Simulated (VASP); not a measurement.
Set up this calculation in VASP 6.6.1, as the native input.

```yaml
Task: single point
Functional: r2SCAN
Potentials_or_basis: VASP PAW PBE potentials, release 64 (Rh_pv)
Cutoff: 520 eV
k_mesh: 9 × 9 × 18
Occupations: gaussian, width 0.1 eV
Spin: no spin polarisation
Dipole_correction: no
Further_INCAR_settings: ALGO = Normal; EDIFF = 1e-06; NBANDS = 22
```

Rh:

```
CELL_PARAMETERS angstrom
3.84928 0.00000 0.00000
0.00000 3.84928 0.00000
-1.92464 0.00000 1.87079
ATOMIC_POSITIONS crystal
Rh 0.00000 0.00000 0.00000
Rh 0.50000 0.50000 0.00000
```

The input as run:

POSCAR

```
Rh
1.0
    3.8492788677      0.0000000000      0.0000000000
    0.0000000000      3.8492788677      0.0000000000
   -1.9246394338      0.0000000000      1.8707874033
Rh
2
Direct
    0.0000000000      0.0000000000      0.0000000000
    0.5000000000      0.5000000000      0.0000000000
```

INCAR.step1

```
SYSTEM = Rh
PREC = Accurate
ENCUT = 520
ISMEAR = 0
SIGMA = 0.1
LREAL = .False.
LASPH = .True.
NELM = 80
NBANDS = 22
GGA = PE
ALGO = Normal
EDIFF = 1E-4
LWAVE = .True.
LCHARG = .False.
```

INCAR.step2

```
SYSTEM = Rh
PREC = Accurate
ENCUT = 520
EDIFF = 1E-6
ISMEAR = 0
SIGMA = 0.1
LREAL = .False.
LASPH = .True.
NELM = 80
ALGO = Normal
ISIF = 2
LWAVE = .False.
LCHARG = .True.
METAGGA = R2SCAN
LMIXTAU = .True.
LELF = .True.
LVHAR = .True.
NBANDS = 22
ISTART = 1
```

KPOINTS

```
regular mesh
0
Gamma
  9 9 18
  0 0 0
```

Potentials or basis: VASP PAW PBE potentials, release 64 (Rh_pv).

Command:

```console
$ cat potpaw_PBE.64/Rh_pv/POTCAR > POTCAR
$ cp INCAR.step1 INCAR
$ mpirun -np 1 vasp_std > vasp.out
$ cp INCAR.step2 INCAR
$ mpirun -np 1 vasp_std > vasp.out
```

Results of the run:

```yaml
Pressure: -1.6 GPa
Band_gap_on_the_k_mesh: zero (bands 15 and 16 overlap by 2.23 eV)
```

Caveat: the stress differs along the axes, from -4 to 3 GPa; the PAW data sets were made with another functional, which shifts forces and pressure a little.

Run time: 4.6 min on 1 thread of Intel(R) Xeon(R) 6975P-C (Granite Rapids), on a shared host, peak memory 0.24 GiB.
